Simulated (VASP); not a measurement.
# PC4 (I4/mmm) in VASP: a series of runs

Runs on PC4. Level: PBE. Tasks: single point, relaxation of cell and atoms.

Everything below comes from runs of VASP 6.6.1. Logs are shortened: lines on timing, memory, paths and dates and some standing lists are left out, and cuts for length are marked.

**1. The cell of the first run**

The structure is tetragonal, space group I4/mmm (No. 139). The conventional cell has a = 6.414 Å, b = 6.414 Å, c = 2.455 Å, α = 90.00°, β = 90.00°, γ = 90.00°. Within 2.6 Å of P (site symmetry 4/mmm) lie 4 C at 1.94 Å and 2 P at 2.45 Å. Within 2.0 Å of C (site symmetry m2m) lie 2 C at 1.39 Å and 1 P at 1.94 Å.

The cell was generated, and may not be a known phase.

**2. Single point, PBE**

Contents of INCAR:

```
PREC = Accurate
ENCUT = 520
EDIFF = 1E-6
ISMEAR = 0
SIGMA = 0.1
LREAL = F
LASPH = T
NELM = 100
ALGO = Normal
ISIF = 2
LWAVE = F
LCHARG = F
GGA = PE
NBANDS = 18
```

Contents of KPOINTS:

```
regular mesh
0
Gamma
  6 6 6
```

Contents of POSCAR:

```
PC4
1.0
   -3.2071741358      3.2071741358      1.2273636447
    3.2071741358     -3.2071741358      1.2273636447
    3.2071741358      3.2071741358     -1.2273636447
P C
1 4
Direct
    0.0000000000      0.0000000000      0.0000000000
    0.7856441482      0.2143546825      0.9999988307
    0.2143558518      0.7856453175      0.0000011693
    0.2143546825      0.2143558518      0.4287105343
    0.7856453175      0.7856441482      0.5712894657
```

Potentials or basis: VASP PAW PBE potentials, release 64 (P, C).

On the command line:

```console
> cat potpaw_PBE.64/P/POTCAR potpaw_PBE.64/C/POTCAR > POTCAR
> mpirun -np 1 vasp_std > vasp.out
```

OUTCAR:

```text
PREC = Accurate
   ENCUT = 520
   EDIFF = 1E-6
   ISMEAR = 0
   LREAL = F
   LASPH = T
   NELM = 100
   ISIF = 2
   GGA = PE

 ion  position               nearest neighbor table
   1  0.000  0.000  0.000-   2 1.94   3 1.94   4 1.94   5 1.94
   2  0.786  0.214  1.000-   3 1.39   3 1.39   1 1.94
   3  0.214  0.786  0.000-   2 1.39   2 1.39   1 1.94
   4  0.214  0.214  0.429-   5 1.39   5 1.39   1 1.94
   5  0.786  0.786  0.571-   4 1.39   4 1.39   1 1.94

  LATTYP: Found a body centered tetragonal cell.
 ALAT       =     6.4143482716
 C/A-ratio  =     0.3826931725

  Lattice vectors:

 A1 = (  -3.2071741358,   3.2071741358,   1.2273636447)
 A2 = (   3.2071741358,  -3.2071741358,   1.2273636447)
 A3 = (   3.2071741358,   3.2071741358,  -1.2273636447)

Analysis of symmetry for initial positions (statically):
=====================================================================
 Subroutine PRICEL returns:
 Original cell was already a primitive cell.

 Routine SETGRP: Setting up the symmetry group for a
 body centered tetragonal supercell.

 Subroutine GETGRP returns: Found 16 space group operations
 (whereof 16 operations were pure point group operations)
 out of a pool of 16 trial point group operations.

The static configuration has the point symmetry D_4h.

Analysis of symmetry for dynamics (positions and initial velocities):
=====================================================================
 Subroutine PRICEL returns:
 Original cell was already a primitive cell.

 Routine SETGRP: Setting up the symmetry group for a
 body centered tetragonal supercell.

 Subroutine GETGRP returns: Found 16 space group operations
 (whereof 16 operations were pure point group operations)
 out of a pool of 16 trial point group operations.

The dynamic configuration has the point symmetry D_4h.

 Subroutine INISYM returns: Found 16 space group operations
 (whereof 16 operations are pure point group operations),
 and found     1 'primitive' translations

----------------------------------------------------------------------------------------

                                     Primitive cell

  volume of cell :      50.4985

  direct lattice vectors                    reciprocal lattice vectors
    -3.207174136  3.207174136  1.227363645     0.000000000  0.155900484  0.407377229
     3.207174136 -3.207174136  1.227363645     0.155900484  0.000000000  0.407377229
     3.207174136  3.207174136 -1.227363645     0.155900484  0.155900484  0.000000000

  length of vectors
     4.698760836  4.698760836  4.698760836     0.436189371  0.436189371  0.220476579

  position of ions in fractional coordinates (direct lattice)
     0.000000000  0.000000000  0.000000000
     0.785644148  0.214354683  0.999998831
     0.214355852  0.785645317  0.000001169
     0.214354683  0.214355852  0.428710534
     0.785645317  0.785644148  0.571289466

  ion indices of the primitive-cell ions
   primitive index   ion index
                 1           1
                 2           2
                 3           3
                 4           4
                 5           5

----------------------------------------------------------------------------------------

 KPOINTS: regular mesh

Automatic generation of k-mesh.
 Grid dimensions read from file:
 generate k-points for:    6    6    6

 Generating k-lattice:

  Cartesian coordinates                     Fractional coordinates (reciprocal lattice)
     0.000000000  0.025983414  0.067896205     0.166666667  0.000000000 -0.000000000
     0.025983414  0.000000000  0.067896205     0.000000000  0.166666667 -0.000000000
     0.025983414  0.025983414  0.000000000     0.000000000  0.000000000  0.166666667

  Length of vectors
     0.072698228  0.072698228  0.036746096

  Shift w.r.t. Gamma in fractional coordinates (k-lattice)
     0.000000000  0.000000000  0.000000000

 Subroutine IBZKPT returns following result:
 ===========================================

 Found     30 irreducible k-points:

 Following reciprocal coordinates:
            Coordinates               Weight
  0.000000  0.000000  0.000000      1.000000
  0.166667  0.000000  0.000000      8.000000
  0.333333  0.000000 -0.000000      8.000000
  0.500000 -0.000000  0.000000      4.000000
  0.166667  0.166667  0.000000      8.000000
  0.333333  0.166667  0.000000     16.000000
[... 16 lines left out ...]
 -0.333333 -0.333333  0.166667      8.000000
 -0.166667 -0.333333  0.166667      8.000000
 [... further k-points ...]
   k-points           NKPTS =     30   k-points in BZ     NKDIM =     30   number of bands    NBANDS=     18
   number of dos      NEDOS =    301   number of ions     NIONS =      5
   total plane-waves  NPLWV =  46656
   dimension x,y,z NGX =    36 NGY =   36 NGZ =   36
   dimension x,y,z NGXF=    72 NGYF=   72 NGZF=   72
   ions per type =               1   4
   NGX,Y,Z   is equivalent  to a cutoff of  12.74, 12.74, 12.74 a.u.
[... 107 lines left out ...]
      4      -6.9316      2.00000
      5      -3.9728      2.00000
      6      -1.1828      2.00000
[... 10 lines left out ...]
     17      15.2612      0.00000
     18      15.3291      0.00000

 k-point     5 :       0.1667    0.1667    0.0000
  band No.  band energies     occupation
      1     -10.6207      2.00000
      2      -8.9732      2.00000
      3      -4.6300      2.00000
      4      -4.3156      2.00000
      5      -4.0767      2.00000
      6      -2.2417      2.00000
[... 10 lines left out ...]
     17      14.2771      0.00000
     18      14.9747      0.00000

 k-point     6 :       0.3333    0.1667    0.0000
  band No.  band energies     occupation
      1      -8.1779      2.00000
      2      -7.4661      2.00000
      3      -7.2063      2.00000
      4      -6.9015      2.00000
      5      -4.0214      2.00000
      6      -0.9081      2.00000
[... 10 lines left out ...]
     17      15.3298      0.00000
     18      15.8788      0.00000

 k-point     7 :       0.5000    0.1667    0.0000
  band No.  band energies     occupation
      1     -10.2263      2.00000
      2      -9.2919      2.00000
      3      -5.7398      2.00000
      4      -4.4123      2.00000
      5      -4.1487      2.00000
      6      -1.4473      2.00000
[... 10 lines left out ...]
     17      14.6421      0.00000
     18      16.2005      0.00000

 k-point     8 :      -0.3333    0.1667    0.0000
  band No.  band energies     occupation
      1     -11.9758      2.00000
      2     -10.4686      2.00000
      3      -6.3295      2.00000
      4      -3.3832      2.00000
      5      -1.6081      2.00000
      6      -1.2112      2.00000
[... 10 lines left out ...]
     17      15.1152      0.00000
     18      16.6418      0.00000
[... 229 lines left out ...]
     17      15.0674      0.00000
     18      16.5831      0.00000

 k-point    20 :       0.5000    0.5000    0.1667
  band No.  band energies     occupation
      1     -11.9362      2.00000
      2     -11.4076      2.00000
      3      -7.8662      2.00000
      4      -3.0644      2.00000
      5      -0.8200      2.00000
      6       0.4401      2.00000
[... 10 lines left out ...]
     17      14.9937      0.00000
     18      15.8855      0.00000

 k-point    21 :      -0.3333    0.5000    0.1667
  band No.  band energies     occupation
      1     -11.3992      2.00000
      2     -10.8370      2.00000
      3      -7.7839      2.00000
      4      -1.8351      2.00000
      5      -1.3736      2.00000
      6      -0.9880      2.00000
[... 10 lines left out ...]
     17      14.6277      0.00000
     18      16.5524      0.00000

 k-point    22 :      -0.1667    0.5000    0.1667
  band No.  band energies     occupation
      1      -9.9526      2.00000
      2      -9.3741      2.00000
      3      -6.5096      2.00000
      4      -4.5901      2.00000
      5      -4.0152      2.00000
      6      -0.2954      2.00000
[... 10 lines left out ...]
     17      15.2808      0.00000
     18      17.4906      0.00000

 k-point    23 :      -0.3333   -0.3333    0.1667
  band No.  band energies     occupation
      1      -9.6940      2.00000
      2      -9.5240      2.00000
      3      -6.8390      2.00000
      4      -4.6575      2.00000
      5      -3.9705      2.00000
      6       0.0407      2.00000
[... 10 lines left out ...]
     17      15.9407      0.00000
     18      17.4533      0.00000

 k-point    24 :      -0.1667   -0.3333    0.1667
  band No.  band energies     occupation
      1      -8.2937      2.00000
      2      -7.3358      2.00000
      3      -7.2335      2.00000
      4      -6.7613      2.00000
      5      -4.2848      2.00000
      6      -0.5680      2.00000
[... 10 lines left out ...]
     17      15.9864      0.00000
     18      16.5692      0.00000

 [... further k-points ...]

------------------------ aborting loop because EDIFF is reached ----------------------------------------

  FORCE on cell =-STRESS in cart. coord.  units (eV):
  Direction    XX          YY          ZZ          XY          YZ          ZX
  --------------------------------------------------------------------------------------
  -------------------------------------------------------------------------------------
  Total       -0.0243700     -0.0243700      0.1375814      0.0000000      0.0000000      0.0000000
  in kB       -0.7731927     -0.7731927      4.3650764      0.0000000      0.0000000      0.0000000
  external PRESSURE =       0.9395637 kB  Pullay stress =       0.0000000 kB

 VOLUME and BASIS-vectors are now :
 -----------------------------------------------------------------------------
  energy-cutoff  :      520.00
  volume of cell :       50.50
      direct lattice vectors                 reciprocal lattice vectors
    -3.207174136  3.207174136  1.227363645     0.000000000  0.155900484  0.407377229
     3.207174136 -3.207174136  1.227363645     0.155900484  0.000000000  0.407377229
     3.207174136  3.207174136 -1.227363645     0.155900484  0.155900484  0.000000000

 POSITION                                       TOTAL-FORCE (eV/Angst)
 -----------------------------------------------------------------------------------
      0.00000      0.00000      0.00000         0.000000      0.000000      0.000000
      1.37495      5.03940      0.00000        -0.031194      0.031194      0.000000
      1.83223     -1.83222      1.22736         0.031194     -0.031194      0.000000
      1.37495      1.37495      0.00000        -0.031194     -0.031194      0.000000
      1.83222      1.83223      1.22736         0.031194      0.031194     -0.000000
 -----------------------------------------------------------------------------------
    total drift:                                0.000000     -0.000000     -0.000000

  FREE ENERGIE OF THE ION-ELECTRON SYSTEM (eV)
  ---------------------------------------------------
  free  energy   TOTEN  =       -39.1430946565 eV

  energy  without entropy=      -39.1288596102  energy(sigma->0) =      -39.13597713
```

Wall time 32 s (1 thread of Intel Xeon Platinum 8488C (Sapphire Rapids), shared host); peak memory 0.19 GiB.

What came out:

```yaml
Free_energy: -39.1431 eV
Pressure: 0.1 GPa
Largest_force: 0.044 eV/Å
Band_gap_on_the_k_mesh: zero (an odd number of electrons rules out a gap without spin polarisation)
```

Forces in eV/Å, atoms in the order of the input:
```
P    0.000  0.000  0.000
C   -0.031  0.031  0.000
C    0.031 -0.031  0.000
C   -0.031 -0.031  0.000
C    0.031  0.031  0.000
```

Levels at points of the mesh, in eV from the Fermi level:
```
           k point  band 9  band 10  band 11  band 12  band 13  band 14
(0.00, 0.00, 0.00)   -4.68     1.99     2.00     3.23     5.58     6.05
(0.50, 0.00, 0.00)   -2.47    -1.65    -0.20     0.54     1.01     3.13
(0.50, 0.50, 0.00)   -3.60    -3.12     3.23     5.18     5.26     6.77
(0.50, 0.50, 0.50)   -4.36    -3.69    -1.08     6.42     6.42     7.63
```

Caveat: the k points lie up to 0.46 Å⁻¹ apart, too coarse for converged energies and pressures of a metal; an odd number of electrons without spin polarisation forces a metal; a magnetic or distorted state may lie lower.

**3. Single point, PBE**

This run uses another cell than the first one, of 10.07 Å³/atom.

Contents of INCAR:

```
PREC     = Accurate       # precision mode
ENCUT    = 520            # plane-wave cutoff, eV
EDIFF    = 1E-6           # SCF threshold, eV
ISMEAR   = 0              # smearing method
SIGMA    = 0.1            # smearing width, eV
LREAL    = False          # projectors in reciprocal space
LASPH    = True           # aspherical terms in the spheres
NELM     = 60             # most SCF steps
ALGO     = Normal         # electronic algorithm
ISIF     = 2              # what is computed and relaxed
LWAVE    = False          # write WAVECAR
LCHARG   = False          # write CHGCAR
GGA      = PE             # functional
NBANDS   = 18             # bands
```

Contents of KPOINTS:

```
Automatic mesh
0
Gamma
  16 16 16
```

Contents of POSCAR:

```
PC4
1.0
   -3.1989059036      3.1989059036      1.2295203276
    3.1989059036     -3.1989059036      1.2295203276
    3.1989059036      3.1989059036     -1.2295203276
P C
1 4
Direct
    0.0000000000      0.0000000000      0.0000000000
    0.7853488731      0.2146511269      0.0000000000
    0.2146511269      0.7853488731      0.0000000000
    0.2146511269      0.2146511269      0.4293022538
    0.7853488731      0.7853488731      0.5706977462
```

Potentials or basis: VASP PAW PBE potentials, release 64 (P, C).

On the command line:

```console
> cat potpaw_PBE.64/P/POTCAR potpaw_PBE.64/C/POTCAR > POTCAR
> mpirun -np 1 vasp_std > vasp.out
```

Run time: 4.9 min. Hardware: 1 thread of Intel Xeon Platinum 8488C (Sapphire Rapids), shared host; peak memory 0.38 GiB.

The run converged. Its results:

```yaml
Free_energy: -39.2850 eV
Pressure: 0.1 GPa
Largest_force: 0.043 eV/Å
Band_gap_on_the_k_mesh: zero (an odd number of electrons rules out a gap without spin polarisation)
```

Forces on the atoms (eV/Å):
```
P    0.000  0.000  0.000
C   -0.030  0.030  0.000
C    0.030 -0.030  0.000
C   -0.030 -0.030  0.000
C    0.030  0.030  0.000
```

Stress tensor (GPa, compression positive):
```
-0.17  0.00  0.00
 0.00 -0.17  0.00
 0.00  0.00  0.51
```

Levels at points of the mesh, in eV from the Fermi level:
```
           k point  band 8  band 9  band 10  band 11  band 12  band 13  band 14  band 15
(0.00, 0.00, 0.00)   -4.58   -4.58     2.12     2.16     3.38     5.71     6.12     7.10
(0.50, 0.00, 0.00)   -4.02   -2.37    -1.57    -0.12     0.63     1.10     3.27     6.92
(0.50, 0.50, 0.00)   -5.24   -3.46    -2.98     3.39     5.32     5.39     6.85     7.12
(0.50, 0.50, 0.50)   -4.20   -4.20    -3.58    -0.91     6.56     6.56     7.66     7.71
```

Caveat: an odd number of electrons without spin polarisation forces a metal; a magnetic or distorted state may lie lower.

**4. Relaxation of cell and atoms, PBE**

Contents of INCAR:

```
PREC = Accurate ; ENCUT = 600
EDIFF = 1E-6 ; ISMEAR = 0
SIGMA = 0.1 ; LREAL = F
LASPH = T ; NELM = 60
ALGO = Normal ; ISIF = 3
LWAVE = F ; LCHARG = F
GGA = PE ; IBRION = 2
NSW = 100 ; EDIFFG = -0.01
```

KPOINTS is that of step 3.

Contents of POSCAR:

```
PC4
1.0
   -3.2071741358      3.2071741358      1.2273636447
    3.2071741358     -3.2071741358      1.2273636447
    3.2071741358      3.2071741358     -1.2273636447
P C
1 4
Direct
    0.0000000000      0.0000000000      0.0000000000
    0.7856447328      0.2143552672      0.0000000000
    0.2143552672      0.7856447328      0.0000000000
    0.2143552672      0.2143552672      0.4287105343
    0.7856447328      0.7856447328      0.5712894657
```

On the command line:

```console
> cat potpaw_PBE.64/P/POTCAR potpaw_PBE.64/C/POTCAR > POTCAR
> mpirun -np 1 vasp_std > vasp.out
```

It took 19 min on 1 thread of Intel Xeon Platinum 8488C (Sapphire Rapids), shared host; peak memory 0.43 GiB.

Results (log left out):

| Quantity | Value |
| --- | --- |
| Free energy | -39.2930 eV |
| Relaxed volume | 10.04 Å³/atom |
| Relaxed cell | a = 4.682 Å, b = 4.682 Å, c = 4.682 Å, α = 93.95°, β = 93.95°, γ = 149.55° |
| Space group after relaxing (to 0.1 Å) | I4/mmm (No. 139) |
| Energy gained by relaxing | 0.4 meV/atom |
| Ionic steps | 7 |
| Pressure after relaxing | 0.0 GPa |
| Band gap on the k mesh | zero (an odd number of electrons rules out a gap without spin polarisation) |

Step by step:
| step | energy change (eV) | largest force (eV/Å) | pressure (GPa) | volume (Å³) |
| --- | --- | --- | --- | --- |
| 1 | 0.0000 | 0.0878 | -0.63 | 50.50 |
| 2 | -0.0015 | 0.1254 | 0.22 | 50.21 |
| 3 | -0.0019 | 0.0592 | -0.05 | 50.30 |
| 4 | -0.0018 | 0.0568 | -0.46 | 50.23 |
| 5 | -0.0021 | 0.0074 | -0.24 | 50.27 |
| 6 | -0.0021 | 0.0044 | 0.15 | 50.16 |
| 7 | -0.0021 | 0.0000 | 0.01 | 50.20 |

Final structure:
```cif
data_structure
_symmetry_space_group_name_H-M 'P 1'
_symmetry_Int_Tables_number 1
_cell_length_a 4.6824
_cell_length_b 4.6824
_cell_length_c 4.6824
_cell_angle_alpha 93.954
_cell_angle_beta 93.954
_cell_angle_gamma 149.551
_cell_volume 50.20
loop_
_atom_site_label
_atom_site_type_symbol
_atom_site_fract_x
_atom_site_fract_y
_atom_site_fract_z
_atom_site_occupancy
P1 P 0.00000 0.00000 0.00000 1
C1 C 0.78547 0.21453 0.00000 1
C2 C 0.21453 0.78547 0.00000 1
C3 C 0.21453 0.21453 0.42907 1
C4 C 0.78547 0.78547 0.57093 1
```

Levels at points of the mesh, in eV from the Fermi level:
```csv
k point,band 9,band 10,band 11,band 12,band 13,band 14
"(0.00, 0.00, 0.00)",-4.58,2.10,2.15,3.38,5.71,6.10
"(0.50, 0.00, 0.00)",-2.38,-1.59,-0.12,0.64,1.11,3.30
"(0.50, 0.50, 0.00)",-3.45,-2.98,3.38,5.32,5.41,6.84
"(0.50, 0.50, 0.50)",-4.21,-3.56,-0.87,6.56,6.56,7.65
```

Caveat: an odd number of electrons without spin polarisation forces a metal; a magnetic or distorted state may lie lower.

**5. Summary**

```csv
task,cell,k mesh,cutoff (eV),gap on the mesh (eV),pressure (GPa),largest force (eV/Å)
single point,"a = 4.699 Å, angles 93.9, 93.9, 149.7°, 5 atoms, atomic positions A",6 × 6 × 6,520,none,0.1,0.04
single point,"a = 4.688 Å, angles 93.9, 93.9, 149.6°, 5 atoms, atomic positions B",16 × 16 × 16,520,none,0.1,0.04
relaxation of cell and atoms,"relaxed from a = 4.699 Å, angles 93.9, 93.9, 149.7°, 5 atoms, atomic positions A",16 × 16 × 16,600,none,0.0,-
```

Alike in all rows: level PBE; potentials or basis VASP PAW PBE potentials, release 64 (P, C); no spin polarisation; smearing gaussian 0.1 eV.

Caveats: some runs use coarse meshes; an odd number of electrons without spin polarisation forces a metal; a magnetic or distorted state may lie lower.

Total energies depend on the potentials used, so only differences within one code and one set of settings carry meaning.
